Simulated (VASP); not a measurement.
Runs of VASP 6.6.1 on BaF2 (Frankdicksonite). The structure is that of space group Fm-3m (No. 225), or close to it. The cells are those of the table. 

```csv
cell,gap on the mesh (eV),pressure (GPa)
"a = 4.305 Å, angles 60.0°, 3 atoms",(a),6.3
"a = 4.423 Å, angles 60.0°, 3 atoms",6.66,(d)
"a = 4.264 Å, angles 60.0°, 3 atoms",(b),8.8
"a = 4.498 Å, angles 60.0°, 3 atoms",6.43,-1.9
"a = 4.384 Å, angles 60.0°, 3 atoms",6.78,(c)
"a = 4.345 Å, angles 60.0°, 3 atoms",6.90,4.1
"a = 4.461 Å, angles 60.0°, 3 atoms",6.54,-0.7
```

Alike in all rows: task single point; level PBE; potentials or basis VASP PAW PBE potentials, release 64 (Ba_sv, F); no spin polarisation; k mesh 6 × 6 × 6; cutoff (eV) 600; smearing fermi-dirac 0.05 eV.

Task: Estimate the missing entries.

Result: (a) 7.02; (b) 7.15; (c) 2.3; (d) 0.7.

Caveats: spin-orbit coupling is left out, which moves the levels of the heavy elements.

A k mesh can miss the band edges, and the runs leave out spin-orbit coupling on Ba.
